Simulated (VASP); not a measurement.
**WS: single point with PBE**

WS:

```
W S
1.0
     1.90773   -5.03357    0.00000
     1.90773    5.03357    0.00000
     0.00000    0.00000    3.78968
W S
2 2
Direct
  0.85400 0.14600 0.75000
  0.14600 0.85400 0.25000
  0.55000 0.45000 0.75000
  0.45000 0.55000 0.25000
```

* Program: VASP 6.6.1
* Task: single point
* Functional: PBE
* Potentials or basis: VASP PAW PBE potentials, release 64 (W_sv, S)
* Cutoff: 520 eV
* k mesh: 6 × 6 × 6
* Occupations: gaussian, width 0.1 eV
* Spin: no spin polarisation
* Dipole correction: no
* Further INCAR settings: ALGO = Normal; EDIFF = 1e-07; NBANDS = 28

| Item | Value |
| --- | --- |
| Pressure | -16.0 GPa |
| Largest force | 3.197 eV/Å |
| Band gap on the k mesh | zero (band 20 reaches 9.22 eV, above the bottom of band 21 at 8.14 eV) |

Forces in eV/Å, atoms in the order of the input:
```
W    0.000  0.830  0.000
W    0.000 -0.830  0.000
S    0.000 -3.197  0.000
S    0.000  3.197  0.000
```

Stress tensor (GPa, compression positive):
```
-26.91   0.00   0.00
  0.00 -21.54   0.00
  0.00   0.00   0.32
```

Levels at points of the mesh, in eV from the Fermi level:
```csv
k point,band 17,band 18,band 19,band 20,band 21,band 22,band 23,band 24
"(0.00, 0.00, 0.00)",-1.65,-1.17,-1.05,-0.58,-0.50,-0.43,-0.14,0.51
"(0.50, 0.00, 0.00)",-2.09,-1.20,-0.62,-0.43,-0.34,0.14,0.48,1.37
"(0.50, 0.50, 0.00)",-1.42,-1.23,-0.44,-0.39,0.02,0.14,0.16,0.29
"(0.00, 0.00, 0.50)",-0.66,-0.66,0.12,0.12,0.14,0.14,0.71,0.71
"(0.50, 0.00, 0.50)",-0.46,-0.46,0.29,0.29,0.71,0.71,1.53,1.53
"(0.50, 0.50, 0.50)",-1.48,-1.48,-1.46,-1.46,0.02,0.02,2.61,2.61
```

Wall time 92 s on 1 thread of Intel(R) Xeon(R) Platinum 8259CL CPU @ 2.50GHz (Skylake/Cascade Lake), with other jobs on the host, peak memory 0.25 GiB.

Caveat: spin-orbit coupling is left out, which moves the levels of the heavy elements; forces of over 1 eV/Å act on the atoms, so gaps and moduli don't describe the material at rest.
